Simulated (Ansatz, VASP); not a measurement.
**Cu in VASP and in Ansatz**

The input INCAR:

```
ALGO = Normal
EDIFF = 1E-6
ENCUT = 520
GGA = CA
ISIF = 2
ISMEAR = -1
LASPH = True
LCHARG = False
LREAL = False
LWAVE = False
NBANDS = 12
NELM = 60
PREC = Accurate
SIGMA = 0.05
```

KPOINTS

```
k-points
0
Gamma
  18 18 18
```

The input POSCAR:

```
Cu
1.0
    0.0000000000      1.4414539722      1.4414539722
    1.4414539722      0.0000000000      1.4414539722
    1.4414539722      1.4414539722      0.0000000000
Cu
1
Direct
    0.0000000000      0.0000000000      0.0000000000
```

Input for Ansatz:

```yaml
crystal:
  lattice:
    - [0.0, 1.4414539722, 1.4414539722]
    - [1.4414539722, 0.0, 1.4414539722]
    - [1.4414539722, 1.4414539722, 0.0]
  atoms:
    - { symbol: Cu, position: [0.0, 0.0, 0.0] }
kpoints:
  mp_grid: { grid: [18, 18, 18] }
  band_path:
    path:
      - [0.0, 0.0, 0.0]
      - [0.5, 0.0, 0.5]
      - [0.625, 0.25, 0.625]
      - [0.375, 0.375, 0.75]
      - [0.0, 0.0, 0.0]
      - [0.5, 0.5, 0.5]
      - [0.5, 0.25, 0.75]
      - [0.5, 0.0, 0.5]
    npoints: 8
scf:
  occupations: { method: fermi_dirac, width: 0.05 }
hamiltonian:
  xc: lda
  pseudopotentials: { kind: all_electron, lapw: { basis_error: 0.001 } }
output:
  forces: true
  stress: true
  eigenvalues: true
  populations: true
  dos: { projected: true, de: 0.2, e_range: [-14, 8] }
```

Change from the starting cell: volume scaled by 0.55, LAPW.

Alike in both runs: task single point; functional LDA; k mesh 18 × 18 × 18; occupations fermi-dirac, width 0.05 eV; no spin polarisation.

```csv
,VASP,Ansatz
version,VASP 6.6.1,Ansatz 0.2.0
potentials or method,"VASP PAW LDA potentials, release 64 (Cu), cutoff 520 eV","all-electron LAPW, scalar-relativistic"
```

|  | VASP | Ansatz | Ansatz less VASP |
| --- | --- | --- | --- |
| pressure (GPa) | 492.9 | 485.6 | -7.24 |

LDA's correlation is that of Perdew and Zunger in VASP and of Perdew and Wang (1992) in Ansatz. Both programs put the cell under a high pressure, so it lies far from rest at this level. Ansatz ran all-electron here, and VASP with PAW potentials.

Noted on VASP's run: the cell as given lies far from equilibrium.
